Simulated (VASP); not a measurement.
# NaI (Fm-3m) in VASP: notebook, part 2 of 2

VASP 6.6.1.

## 5. Relaxation of cell and atoms, PBEsol, target pressure 20 GPa, at which the enthalpy is minimised

The input, INCAR:

```
PREC = Accurate
ENCUT = 600
EDIFF = 1E-6
ISMEAR = -1
SIGMA = 0.05
LREAL = False
LASPH = True
NELM = 80
ALGO = Normal
ISIF = 3
LWAVE = False
LCHARG = False
GGA = PS
IBRION = 2
NSW = 80
EDIFFG = -0.02
PSTRESS = 200.0
```

The input, KPOINTS:

```
Automatic mesh
0
Gamma
  7 7 7
```

The input, POSCAR:

```
NaI
1.0
    0.0000000000      3.2364000000      3.2364000000
    3.2364000000      0.0000000000      3.2364000000
    3.2364000000      3.2364000000      0.0000000000
I Na
1 1
Direct
    0.5000000000      0.5000000000      0.5000000000
    0.0000000000      0.0000000000      0.0000000000
```

Potentials or basis: VASP PAW PBE potentials, release 64 (I, Na_pv).

Command:

```bash
$ cat potpaw_PBE.64/I/POTCAR potpaw_PBE.64/Na_pv/POTCAR > POTCAR
$ mpirun -np 1 vasp_std > vasp.out
```

OUTCAR:

```text
PREC = Accurate
   ENCUT = 600
   EDIFF = 1E-6
   ISMEAR = -1
   LREAL = False
   LASPH = True
   NELM = 80
   ISIF = 3
   GGA = PS
   IBRION = 2
   NSW = 80
   EDIFFG = -0.02
   PSTRESS = 200.0

 ion  position               nearest neighbor table
   1  0.500  0.500  0.500-
   2  0.000  0.000  0.000-

  LATTYP: Found a face centered cubic cell.
 ALAT       =     6.4728000000

  Lattice vectors:

 A1 = (   0.0000000000,   3.2364000000,   3.2364000000)
 A2 = (   3.2364000000,   0.0000000000,   3.2364000000)
 A3 = (   3.2364000000,   3.2364000000,   0.0000000000)

Analysis of symmetry for initial positions (statically):
=====================================================================
 Subroutine PRICEL returns:
 Original cell was already a primitive cell.

[... 163 lines left out ...]
  free energy    TOTEN  =        -5.66691543 eV

  energy without entropy =       -5.66691543  energy(sigma->0) =       -5.66691543

 E-fermi :   1.8016     XC(G=0):  -7.8449

 val. band max:        0.7171577816   @ k =   0.0000   0.0000   0.0000
 cond. band min:       4.2234067976   @ k =   0.0000   0.0000   0.0000
 fundamental gap:      3.5062490160
 Fermi energy:         1.8016122450
[... 674 lines left out ...]
  energy  without entropy=       -4.7937947805  energy(sigma->0) =       -4.79379478

  enthalpy is  TOTEN    =         0.6452578664 eV   P V=        5.4390526470

[... ionic steps 4 to 21 ...]

--------------------------------------- Ionic step       22  -------------------------------------------

 number of electron      14.0000000 magnetization

------------------------ aborting loop because EDIFF is reached ----------------------------------------
[... 71 lines left out ...]
--------------------------------------- Ionic step       24  -------------------------------------------

 number of electron      14.0000000 magnetization

 Free energy of the ion-electron system (eV)
  ---------------------------------------------------
  ext. energy  EPLUGINS =         0.00000000
  ---------------------------------------------------
  free energy    TOTEN  =        -4.72572778 eV

  energy without entropy =       -4.72572778  energy(sigma->0) =       -4.72572778

 E-fermi :   6.0854     XC(G=0):  -9.8351

 val. band max:        5.0073177693   @ k =   0.0000   0.0000   0.0000
 cond. band min:       9.1396077069   @ k =   0.4286   0.4286   0.0000
 fundamental gap:      4.1322899375
 Fermi energy:         6.0853603124
[... 311 lines left out ...]
  energy  without entropy=       -4.7257277757  energy(sigma->0) =       -4.72572778

  enthalpy is  TOTEN    =         0.6430877594 eV   P V=        5.3688155351

 reached required accuracy - stopping structural energy minimisation
```

CONTCAR:

```text
NaI
   1.00000000000000
     0.0000000000000000    2.7808422800370556    2.7808422800370556
     2.7808422800370556   -0.0000000000000000    2.7808422800370556
     2.7808422800370556    2.7808422800370556   -0.0000000000000000
  I               Na
     1     1
Direct
     0.5000000000000000    0.5000000000000000    0.5000000000000000
     0.0000000000000000    0.0000000000000000    0.0000000000000000

  0.00000000E+00  0.00000000E+00  0.00000000E+00
  0.00000000E+00  0.00000000E+00  0.00000000E+00
```

Run time: 2.3 min. Hardware: 1 thread of Intel Xeon Platinum 8488C (Sapphire Rapids), shared host; peak memory 0.26 GiB.

Results:

- Free energy: -4.7257 eV
- Relaxed volume: 21.50 Å³/atom
- Relaxed cell: a = 3.933 Å, b = 3.933 Å, c = 3.933 Å, α = 60.00°, β = 60.00°, γ = 60.00°
- Space group after relaxing (to 0.1 Å): Fm-3m (No. 225)
- Energy change on relaxing (the run minimises the enthalpy): +470.6 meV/atom
- Ionic steps: 24
- Pressure after relaxing: 19.9 GPa
- Band gap on the k mesh: 4.13 eV (least direct gap 5.33 eV)

The path:
```
step  energy change (eV)  largest force (eV/Å)  pressure (GPa)  volume (Å³)
   1              0.0000                0.0000           -0.48        67.80
   2              3.0192                0.0000           56.89        33.54
   3              0.8731                0.0000           18.74        43.57
   4              0.9287                0.0000           20.78        43.11
   5              0.8554                0.0000           18.48        43.72
   6              0.9037                0.0000           19.34        43.31
   7              0.9151                0.0000           19.53        43.22
   8              0.9219                0.0000           19.76        43.17
   9              0.9253                0.0000           19.77        43.14
  10              0.9270                0.0000           19.77        43.12
  11              0.9279                0.0000           19.77        43.12
  12              0.9283                0.0000           19.75        43.11
  13              0.9285                0.0000           19.76        43.11
  14              0.9286                0.0000           19.77        43.11
  15              0.9287                0.0000           19.77        43.11
  16              0.9287                0.0000           19.77        43.11
  17              0.9287                0.0000           19.77        43.11
  18              0.9287                0.0000           19.77        43.11
  19              0.9287                0.0000           19.77        43.11
  20              0.9287                0.0000           19.77        43.11
  21              0.9287                0.0000           19.77        43.11
  22              0.9287                0.0000           19.77        43.11
  23              0.9466                0.0000           20.39        42.97
  24              0.9412                0.0000           19.93        43.01
```

Final structure:
```cif
data_structure
_symmetry_space_group_name_H-M 'P 1'
_symmetry_Int_Tables_number 1
_cell_length_a 3.9327
_cell_length_b 3.9327
_cell_length_c 3.9327
_cell_angle_alpha 60.000
_cell_angle_beta 60.000
_cell_angle_gamma 60.000
_cell_volume 43.01
loop_
_atom_site_label
_atom_site_type_symbol
_atom_site_fract_x
_atom_site_fract_y
_atom_site_fract_z
_atom_site_occupancy
I1 I 0.50000 0.50000 0.50000 1
Na1 Na 0.00000 0.00000 0.00000 1
```

Levels at points of the mesh, in eV from the valence-band top:
```tsv
k point	band 5	band 6	band 7	band 8	band 9	band 10
(0.00, 0.00, 0.00)	0.00	0.00	0.00	5.33	7.48	7.48
```

Caveat: the cell is relaxed towards a set pressure, so the run minimises the enthalpy, not the energy; the volume moved by over 15 % at a fixed basis, so the end points are rough; the PAW data sets were made with another functional, which shifts forces and pressure a little; spin-orbit coupling is left out, which moves the levels of the heavy elements; an odd mesh through Γ misses points on the zone boundary, where band edges can lie.

## 6. Relaxation of cell and atoms, PBEsol, target pressure 30 GPa, at which the enthalpy is minimised

The input, INCAR:

```
SYSTEM = NaI
  PREC = Accurate
  ENCUT = 600
  EDIFF = 1E-6
  ISMEAR = -1
  SIGMA = 0.05
  LREAL = .FALSE.
  LASPH = .TRUE.
  NELM = 100
  ALGO = Normal
  ISIF = 3
  LWAVE = .FALSE.
  LCHARG = .FALSE.
  GGA = PS
  IBRION = 2
  NSW = 80
  EDIFFG = -0.02
  PSTRESS = 300.0
```

The input, KPOINTS:

```
regular mesh
0
G
  7 7 7
  0 0 0
```

POSCAR is that of step 5.

Potentials or basis: VASP PAW PBE potentials, release 64 (I, Na_pv).

Command:

```bash
$ cat potpaw_PBE.64/I/POTCAR potpaw_PBE.64/Na_pv/POTCAR > POTCAR
$ mpirun -np 1 vasp_std > vasp.out
```

Wall time 64 s (1 thread of Intel Xeon Platinum 8488C (Sapphire Rapids), shared host); peak memory 0.27 GiB.

Results (log left out):

| Property | Result |
| --- | --- |
| Free energy | -4.1515 eV |
| Relaxed volume | 19.64 Å³/atom |
| Relaxed cell | a = 3.816 Å, b = 3.816 Å, c = 3.816 Å, α = 60.00°, β = 60.00°, γ = 60.00° |
| Space group after relaxing (to 0.1 Å) | Fm-3m (No. 225) |
| Energy change on relaxing (the run minimises the enthalpy) | +757.7 meV/atom |
| Ionic steps | 5 |
| Pressure after relaxing | 30.1 GPa |
| Band gap on the k mesh | 3.70 eV (least direct gap 5.54 eV) |

The path:
```csv
step,energy change (eV),largest force (eV/Å),pressure (GPa),volume (Å³)
1,0.0000,0.0000,-0.48,67.80
2,11.7280,0.0000,233.66,22.16
3,1.0340,0.0000,21.63,42.29
4,1.2964,0.0000,26.26,40.53
5,1.5154,0.0000,30.14,39.28
```

Final structure:
```
I Na
1.0
     0.00000    2.69810    2.69810
     2.69810    0.00000    2.69810
     2.69810    2.69810    0.00000
I Na
1 1
Direct
  0.50000 0.50000 0.50000
  0.00000 0.00000 0.00000
```

Levels at points of the mesh, in eV from the valence-band top:
```csv
k point,band 4,band 5,band 6,band 7,band 8,band 9,band 10,band 11
"(0.00, 0.00, 0.00)",-13.55,0.00,0.00,0.00,5.91,7.29,7.29,7.29
```

Caveat: the cell is relaxed towards a set pressure, so the run minimises the enthalpy, not the energy; the volume moved by over 15 % at a fixed basis, so the end points are rough; the PAW data sets were made with another functional, which shifts forces and pressure a little; spin-orbit coupling is left out, which moves the levels of the heavy elements; an odd mesh through Γ misses points on the zone boundary, where band edges can lie.

## 7. Overview

| cell | gap on the mesh (eV) | pressure (GPa) |
| --- | --- | --- |
| relaxed | 3.58 | 0.0 |
| relaxed to 5 GPa | 4.18 | 4.9 |
| relaxed to 10 GPa | 4.63 | 10.0 |
| relaxed to 20 GPa | 4.13 | 19.9 |
| relaxed to 30 GPa | 3.70 | 30.1 |

Alike in all rows: task relaxation of cell and atoms; level PBEsol; potentials or basis VASP PAW PBE potentials, release 64 (I, Na_pv); no spin polarisation; k mesh 7 × 7 × 7; cutoff (eV) 600; smearing fermi-dirac 0.05 eV.

Caveats: the PAW data sets were made with another functional, which shifts forces and pressure a little; spin-orbit coupling is left out, which moves the levels of the heavy elements; the cell is relaxed towards a set pressure, so the run minimises the enthalpy, not the energy (at least some runs); the volume moved by over 15 % at a fixed basis, so the end points are rough (at least some runs); an odd mesh through Γ misses points on the zone boundary, where band edges can lie (at least some runs).

Absolute energies hang on the potentials; compare differences alone.
